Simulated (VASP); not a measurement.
# GaP (F-43m) in VASP: further runs, part 2 of 2

VASP 6.6.1.

### 4 Single point, PBE-based screened hybrid with 25 % exact exchange

POSCAR

```
GaP
1.0
    0.0000000000      2.7252500963      2.7252500963
    2.7252500963      0.0000000000      2.7252500963
    2.7252500963      2.7252500963      0.0000000000
Ga P
1 1
Direct
    0.0000000000      0.0000000000      0.0000000000
    0.7500000000      0.7500000000      0.7500000000
```

INCAR.step1

```
SYSTEM = GaP
ALGO = Normal ; EDIFF = 1E-5
ENCUT = 520 ; GGA = PE
ISIF = 2 ; ISMEAR = 0
LASPH = .True. ; LCHARG = .False.
LREAL = .False. ; LWAVE = .True.
NBANDS = 16 ; NELM = 60
PREC = Accurate ; SIGMA = 0.05
```

INCAR.step2

```
SYSTEM = GaP
AEXX = 0.25 ; ALGO = Normal
EDIFF = 1E-6 ; ENCUT = 520
GGA = PE ; HFSCREEN = 0.4
ISIF = 2 ; ISMEAR = 0
ISTART = 1 ; LASPH = .True.
LCHARG = .False. ; LHFCALC = .True.
LREAL = .False. ; LWAVE = .False.
NBANDS = 16 ; NELM = 60
PREC = Accurate ; PRECFOCK = Normal
SIGMA = 0.05
```

KPOINTS

```
k-points
0
Gamma
  4 4 4
  0 0 0
```

Potentials or basis: VASP PAW PBE potentials, release 64 (Ga_d, P).

Run with:

```
cat potpaw_PBE.64/Ga_d/POTCAR potpaw_PBE.64/P/POTCAR > POTCAR
cp INCAR.step1 INCAR
mpirun -np 1 vasp_std > vasp.out
cp INCAR.step2 INCAR
mpirun -np 1 vasp_std > vasp.out
```

OUTCAR:

```text
SYSTEM = GaP
   AEXX = 0.25
   EDIFF = 1E-6
   ENCUT = 520
   GGA = PE
   HFSCREEN = 0.4
   ISIF = 2
   ISMEAR = 0
   ISTART = 1
   LASPH = .True.
   LHFCALC = .True.
   LREAL = .False.
   NELM = 60
   PREC = Accurate
   PRECFOCK = Normal

 ion  position               nearest neighbor table
   1  0.000  0.000  0.000-   2 2.36   2 2.36   2 2.36   2 2.36
   2  0.750  0.750  0.750-   1 2.36   1 2.36   1 2.36   1 2.36

  LATTYP: Found a face centered cubic cell.
 ALAT       =     5.4505001926

  Lattice vectors:

 A1 = (   0.0000000000,   2.7252500963,   2.7252500963)
 A2 = (   2.7252500963,   0.0000000000,   2.7252500963)
 A3 = (   2.7252500963,   2.7252500963,   0.0000000000)

Analysis of symmetry for initial positions (statically):
=====================================================================
 Subroutine PRICEL returns:
 Original cell was already a primitive cell.

 Routine SETGRP: Setting up the symmetry group for a
 face centered cubic supercell.

 Subroutine GETGRP returns: Found 24 space group operations
 (whereof 24 operations were pure point group operations)
 out of a pool of 48 trial point group operations.

The static configuration has the point symmetry T_d .

Analysis of symmetry for dynamics (positions and initial velocities):
=====================================================================
 Subroutine PRICEL returns:
 Original cell was already a primitive cell.

 Routine SETGRP: Setting up the symmetry group for a
 face centered cubic supercell.

 Subroutine GETGRP returns: Found 24 space group operations
 (whereof 24 operations were pure point group operations)
 out of a pool of 48 trial point group operations.

The dynamic configuration has the point symmetry T_d .

 Subroutine INISYM returns: Found 24 space group operations
 (whereof 24 operations are pure point group operations),
[... 103 lines left out ...]
   LORBIT       =      0    0 simple, 1 ext, 2 COOP (PROOUT), +10 PAW based schemes
   GGA     = PE    functional components
   LHFCALC =     T    Hartree Fock is set to
   PRECFOCK=normal    Normal, Fast or Accurate (Low or Medium for compatibility)
   ENCUT4O =  -1.0   cutoff for four orbital integrals eV
   NKREDX  =     1    reduce k-point grid by
   NKREDY  =     1    reduce k-point grid by
   NKREDZ  =     1    reduce k-point grid by
   AEXX    =    0.2500 exact exchange contribution
   HFSCREEN=    0.4000 screening length (either q_TF or 0.3 A-1)
   HFSCREENC=   0.4000 screening length for correlation (either q_TF or 0.3 A-1)
   ENCUTFOCK=  -1.0 apply spherical cutoff to Coloumb kernel
   IVDW    =     0    specifies the selected vdW correction
   LEPSILON=     F    determine dielectric tensor
   LRPA    =     F    only Hartree local field effects (RPA)
 non-spin polarized calculation
 Gauss-broadening in eV      SIGMA  =   0.05
  energy-cutoff  :      520.00
  volume of cell :       40.48
 maximum number of plane-waves:      1106
 NGX is ok and might be reduce to    30
  NGX = 24; NGY = 24; NGZ = 24

 number of electron      17.9999988 magnetization

 Free energy of the ion-electron system (eV)
  ---------------------------------------------------
  ext. energy  EPLUGINS =         0.00000000
  ---------------------------------------------------
  free energy    TOTEN  =       -10.07500138 eV

  energy without entropy =      -10.07500138  energy(sigma->0) =      -10.07500138

 E-fermi :   4.7081     XC(G=0):  -8.4174

 val. band max:        4.4126714183   @ k =   0.0000   0.0000   0.0000
 cond. band min:       6.4113973212   @ k =   0.5000   0.5000   0.0000
 fundamental gap:      1.9987259029
 Fermi energy:         4.7081027557

 k-point     1 :       0.0000    0.0000    0.0000
  band No.  band energies     occupation
      1     -12.4439      2.00000
      2     -12.4439      2.00000
      3     -12.4439      2.00000
      4     -12.3443      2.00000
      5     -12.3443      2.00000
      6      -9.0918      2.00000
[... 129 lines left out ...]
      3     -12.3880      2.00000
      4     -12.3583      2.00000
      5     -12.3360      2.00000
      6      -5.8427      2.00000
[... 8 lines left out ...]
     15      17.2393      0.00000
     16      19.1484      0.00000

------------------------ aborting loop because EDIFF is reached ----------------------------------------

  FORCE on cell =-STRESS in cart. coord.  units (eV):
  Direction    XX          YY          ZZ          XY          YZ          ZX
  --------------------------------------------------------------------------------------
  -------------------------------------------------------------------------------------
  Total        0.3976839      0.3976839      0.3976839     -0.0000000      0.0000000     -0.0000000
  in kB       15.7398090     15.7398090     15.7398090     -0.0000000      0.0000000     -0.0000000
  external PRESSURE =      15.7398090 kB  Pullay stress =       0.0000000 kB

 VOLUME and BASIS-vectors are now :
 -----------------------------------------------------------------------------
  energy-cutoff  :      520.00
  volume of cell :       40.48
      direct lattice vectors                 reciprocal lattice vectors
     0.000000000  2.725250096  2.725250096    -0.183469400  0.183469400  0.183469400
     2.725250096  0.000000000  2.725250096     0.183469400 -0.183469400  0.183469400
     2.725250096  2.725250096  0.000000000     0.183469400  0.183469400 -0.183469400

 POSITION                                       TOTAL-FORCE (eV/Angst)
 -----------------------------------------------------------------------------------
      0.00000      0.00000      0.00000        -0.000000     -0.000000     -0.000000
      4.08788      4.08788      4.08788         0.000000      0.000000      0.000000
 -----------------------------------------------------------------------------------
    total drift:                                0.000100      0.000093      0.000083

  FREE ENERGIE OF THE ION-ELECTRON SYSTEM (eV)
  ---------------------------------------------------
  free  energy   TOTEN  =       -10.0750013750 eV

  energy  without entropy=      -10.0750013750  energy(sigma->0) =      -10.07500138
```

OUTCAR.step1:

```text
SYSTEM = GaP
   EDIFF = 1E-5
   ENCUT = 520
   GGA = PE
   ISIF = 2
   ISMEAR = 0
[... 356 lines left out ...]
      0.00000      0.00000      0.00000         0.000000      0.000000      0.000000
      4.08788      4.08788      4.08788        -0.000000     -0.000000     -0.000000
 -----------------------------------------------------------------------------------
    total drift:                               -0.000002     -0.000002     -0.000002

  FREE ENERGIE OF THE ION-ELECTRON SYSTEM (eV)
  ---------------------------------------------------
  free  energy   TOTEN  =        -8.9760785584 eV

  energy  without entropy=       -8.9760785584  energy(sigma->0) =       -8.97607856
```

OSZICAR.step1:

```text
N       E                     dE             d eps       ncg     rms          rms(c)
DAV:   1     0.746626029720E+02    0.74663E+02   -0.88761E+03   264   0.159E+03
DAV:   2    -0.379248612837E+01   -0.78455E+02   -0.75266E+02   312   0.292E+02
DAV:   3    -0.919375147215E+01   -0.54013E+01   -0.53878E+01   304   0.618E+01
DAV:   4    -0.927270556141E+01   -0.78954E-01   -0.78877E-01   336   0.817E+00
DAV:   5    -0.927427803324E+01   -0.15725E-02   -0.15724E-02   296   0.102E+00    0.428E+00
DAV:   6    -0.900494077052E+01    0.26934E+00   -0.40226E-01   400   0.108E+01    0.286E+00
DAV:   7    -0.897443245319E+01    0.30508E-01   -0.10543E-01   336   0.217E+00    0.115E+00
DAV:   8    -0.897536502018E+01   -0.93257E-03   -0.15590E-02   312   0.149E+00    0.209E-01
DAV:   9    -0.897590324983E+01   -0.53823E-03   -0.15345E-03   320   0.540E-01    0.836E-02
DAV:  10    -0.897599291719E+01   -0.89667E-04   -0.12567E-04   368   0.122E-01    0.412E-02
DAV:  11    -0.897607886387E+01   -0.85947E-04   -0.11483E-04   304   0.892E-02    0.492E-03
DAV:  12    -0.897607855835E+01    0.30552E-06   -0.28060E-06   208   0.227E-02
   1 F= -.89760786E+01 E0= -.89760786E+01  d E =-.242636E-13
```

It took 5.4 min on 1 thread of AMD EPYC 7R13 (Zen 3), shared host; peak memory 0.25 GiB.

What came out:

* Free energy: -10.0750 eV
* Pressure: 1.6 GPa
* Band gap on the k mesh: 2.00 eV (least direct gap 2.48 eV)

Levels at points of the mesh, in eV from the valence-band top:
| k point | band 5 | band 6 | band 7 | band 8 | band 9 | band 10 | band 11 | band 12 | band 13 | band 14 |
| --- | --- | --- | --- | --- | --- | --- | --- | --- | --- | --- |
| (0.00, 0.00, 0.00) | -16.76 | -13.50 | 0.00 | 0.00 | 0.00 | 2.47 | 4.42 | 4.42 | 4.42 | 9.49 |
| (0.50, 0.00, 0.00) | -16.75 | -11.31 | -7.02 | -1.18 | -1.18 | 2.20 | 5.25 | 5.25 | 8.88 | 11.74 |
| (0.50, 0.50, 0.00) | -16.74 | -10.34 | -7.14 | -2.84 | -2.84 | 2.00 | 2.26 | 11.59 | 11.59 | 12.14 |

Caveat: the k points lie up to 0.50 Å⁻¹ apart; the PAW data sets were made with another functional, which shifts forces and pressure a little. A k mesh can miss the band edges.

### 5 Single point, PBE-based global hybrid with 50 % exact exchange

POSCAR is that of step 4.

INCAR.step1

```
PREC = Accurate
ENCUT = 520
EDIFF = 1E-5
ISMEAR = 0
SIGMA = 0.05
LREAL = F
LASPH = T
NELM = 100
ALGO = Normal
ISIF = 2
LWAVE = T
LCHARG = F
NBANDS = 16
GGA = PE
```

INCAR.step2

```
PREC = Accurate
ENCUT = 520
EDIFF = 1E-6
ISMEAR = 0
SIGMA = 0.05
LREAL = F
LASPH = T
NELM = 100
ALGO = Normal
ISIF = 2
LWAVE = F
LCHARG = F
GGA = PE
LHFCALC = T
AEXX = 0.5
PRECFOCK = Normal
NBANDS = 16
ISTART = 1
```

KPOINTS

```
Automatic mesh
0
Gamma
  4 4 4
```

Potentials or basis: VASP PAW PBE potentials, release 64 (Ga_d, P).

Run with:

```
cat potpaw_PBE.64/Ga_d/POTCAR potpaw_PBE.64/P/POTCAR > POTCAR
cp INCAR.step1 INCAR
mpirun -np 1 vasp_std > vasp.out
cp INCAR.step2 INCAR
mpirun -np 1 vasp_std > vasp.out
```

OUTCAR:

```text
PREC = Accurate
   ENCUT = 520
   EDIFF = 1E-6
   ISMEAR = 0
   LREAL = F
   LASPH = T
   NELM = 100
   ISIF = 2
   GGA = PE
   LHFCALC = T
   AEXX = 0.5
   PRECFOCK = Normal
   ISTART = 1

 ion  position               nearest neighbor table
   1  0.000  0.000  0.000-   2 2.36   2 2.36   2 2.36   2 2.36
   2  0.750  0.750  0.750-   1 2.36   1 2.36   1 2.36   1 2.36

  LATTYP: Found a face centered cubic cell.
[... 330 lines left out ...]
     15      19.2647      0.00000
     16      21.1400      0.00000

------------------------ aborting loop because EDIFF is reached ----------------------------------------

  FORCE on cell =-STRESS in cart. coord.  units (eV):
  Direction    XX          YY          ZZ          XY          YZ          ZX
  --------------------------------------------------------------------------------------
  -------------------------------------------------------------------------------------
  Total       -0.3485737     -0.3485737     -0.3485737     -0.0000000      0.0000000     -0.0000000
  in kB      -13.7960910    -13.7960910    -13.7960910     -0.0000000      0.0000000     -0.0000000
  external PRESSURE =     -13.7960910 kB  Pullay stress =       0.0000000 kB

 VOLUME and BASIS-vectors are now :
 -----------------------------------------------------------------------------
  energy-cutoff  :      520.00
  volume of cell :       40.48
      direct lattice vectors                 reciprocal lattice vectors
     0.000000000  2.725250096  2.725250096    -0.183469400  0.183469400  0.183469400
     2.725250096  0.000000000  2.725250096     0.183469400 -0.183469400  0.183469400
     2.725250096  2.725250096  0.000000000     0.183469400  0.183469400 -0.183469400

 POSITION                                       TOTAL-FORCE (eV/Angst)
 -----------------------------------------------------------------------------------
      0.00000      0.00000      0.00000         0.000000      0.000000      0.000000
      4.08788      4.08788      4.08788        -0.000000     -0.000000     -0.000000
 -----------------------------------------------------------------------------------
    total drift:                                0.000067      0.000089      0.000063

  FREE ENERGIE OF THE ION-ELECTRON SYSTEM (eV)
  ---------------------------------------------------
  free  energy   TOTEN  =       -14.3790926372 eV

  energy  without entropy=      -14.3790926372  energy(sigma->0) =      -14.37909264
```

OUTCAR.step1:

```text
PREC = Accurate
   ENCUT = 520
   EDIFF = 1E-5
   ISMEAR = 0
   LREAL = F
   LASPH = T
[... 354 lines left out ...]
 -----------------------------------------------------------------------------------
      0.00000      0.00000      0.00000         0.000000      0.000000      0.000000
      4.08788      4.08788      4.08788        -0.000000     -0.000000     -0.000000
 -----------------------------------------------------------------------------------
    total drift:                               -0.000002     -0.000002     -0.000002

  FREE ENERGIE OF THE ION-ELECTRON SYSTEM (eV)
  ---------------------------------------------------
  free  energy   TOTEN  =        -8.9760785584 eV

  energy  without entropy=       -8.9760785584  energy(sigma->0) =       -8.97607856
```

OSZICAR.step1:

```text
N       E                     dE             d eps       ncg     rms          rms(c)
DAV:   1     0.746626029720E+02    0.74663E+02   -0.88761E+03   264   0.159E+03
DAV:   2    -0.379248612837E+01   -0.78455E+02   -0.75266E+02   312   0.292E+02
DAV:   3    -0.919375147215E+01   -0.54013E+01   -0.53878E+01   304   0.618E+01
DAV:   4    -0.927270556141E+01   -0.78954E-01   -0.78877E-01   336   0.817E+00
DAV:   5    -0.927427803324E+01   -0.15725E-02   -0.15724E-02   296   0.102E+00    0.428E+00
DAV:   6    -0.900494077052E+01    0.26934E+00   -0.40226E-01   400   0.108E+01    0.286E+00
DAV:   7    -0.897443245319E+01    0.30508E-01   -0.10543E-01   336   0.217E+00    0.115E+00
DAV:   8    -0.897536502018E+01   -0.93257E-03   -0.15590E-02   312   0.149E+00    0.209E-01
DAV:   9    -0.897590324983E+01   -0.53823E-03   -0.15345E-03   320   0.540E-01    0.836E-02
DAV:  10    -0.897599291719E+01   -0.89667E-04   -0.12567E-04   368   0.122E-01    0.412E-02
DAV:  11    -0.897607886387E+01   -0.85947E-04   -0.11483E-04   304   0.892E-02    0.492E-03
DAV:  12    -0.897607855835E+01    0.30552E-06   -0.28060E-06   208   0.227E-02
   1 F= -.89760786E+01 E0= -.89760786E+01  d E =-.242636E-13
```

It took 6 min on 1 thread of AMD EPYC 7R13 (Zen 3), shared host; peak memory 0.14 GiB.

Results:

* Free energy: -14.3791 eV
* Pressure: -1.4 GPa
* Band gap on the k mesh: 4.51 eV (least direct gap 5.43 eV)

Levels at points of the mesh, in eV from the valence-band top:
```tsv
k point	band 6	band 7	band 8	band 9	band 10	band 11	band 12	band 13
(0.00, 0.00, 0.00)	-15.08	0.00	0.00	0.00	5.43	7.27	7.27	7.27
(0.50, 0.00, 0.00)	-12.68	-7.85	-1.31	-1.31	4.98	8.12	8.12	11.77
(0.50, 0.50, 0.00)	-11.62	-7.91	-3.17	-3.17	4.51	4.91	15.17	15.17
```

Caveat: the k points lie up to 0.50 Å⁻¹ apart; the PAW data sets were made with another functional, which shifts forces and pressure a little. A k mesh can miss the band edges.

### 6 The runs side by side

| level | share of exact exchange | screening parameter | gap on the mesh (eV) | pressure (GPa) |
| --- | --- | --- | --- | --- |
| PBE0 | 0.25 | - | 3.04 | 0.7 |
| B3LYP | 0.2 | - | 2.94 | 4.1 |
| PBE-based screened hybrid with 25 % exact exchange | 0.25 | 0.4 1/Å | 2.00 | 1.6 |
| PBE-based global hybrid with 50 % exact exchange | 0.5 | - | 4.51 | -1.4 |

Alike in all rows: task single point; potentials or basis VASP PAW PBE potentials, release 64 (Ga_d, P); no spin polarisation; cell as given; k mesh 4 × 4 × 4; cutoff (eV) 520; smearing gaussian 0.05 eV.

Caveats: all runs use coarse meshes; the PAW data sets were made with another functional, which shifts forces and pressure a little.

Absolute energies hang on the potentials; compare differences alone.
